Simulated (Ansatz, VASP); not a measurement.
**Br, level by level in two programs**

```
Br
1.0
     3.36325   -2.32255    0.00000
     3.36325    2.32255    0.00000
     0.00000    0.00000    8.70230
Br
4
Direct
  0.36510 0.63490 0.39010
  0.13490 0.86510 0.89010
  0.63490 0.36510 0.60990
  0.86510 0.13490 0.10990
```

Single points on this cell with VASP 6.6.1 and Ansatz 0.2.0. Each row is one pair of runs. Alike in all rows: spin: off; k mesh: 7 × 7 × 3; VASP's potentials, cutoff: VASP PAW PBE potentials, release 64 (Br), 520 eV; Ansatz's potentials, cutoff: Ansatz PAW, 420 eV.

```csv
level,smearing,"gap on the k mesh at the Fermi level (eV), VASP","gap on the k mesh at the Fermi level (eV), Ansatz","least direct gap on the mesh (eV), VASP","least direct gap on the mesh (eV), Ansatz","pressure (GPa), VASP","pressure (GPa), Ansatz"
PBE,"gaussian, width 0.016 eV",1.90,1.90,1.92,1.92,1.9,1.8
PBE,"gaussian, width 0.018 eV",1.90,1.90,1.92,1.92,1.9,1.8
PBE,"gaussian, width 0.02 eV",1.90,1.90,1.92,1.92,1.9,1.8
PBE,"gaussian, width 0.021 eV",1.90,1.90,1.92,1.92,1.9,1.8
PBE,"gaussian, width 0.022 eV",1.90,1.90,1.92,1.92,1.9,1.8
PBE,"gaussian, width 0.023 eV",1.90,1.90,1.92,1.92,1.9,1.8
PBE,"gaussian, width 0.024 eV",1.90,1.90,1.92,1.92,1.9,1.8
PBE,"gaussian, width 0.025 eV",1.90,1.90,1.92,1.92,1.9,1.8
```

Gap on the k mesh at the fermi level (eV): the two programs differ by at most 0.001; least direct gap on the mesh (eV): the two programs differ by at most 0.001; pressure (GPa): the two programs differ by at most 0.02.

Noted on Ansatz's runs: odd divisions of the mesh miss points on the zone boundary, where band edges often lie, so the gap on the mesh can be too wide.
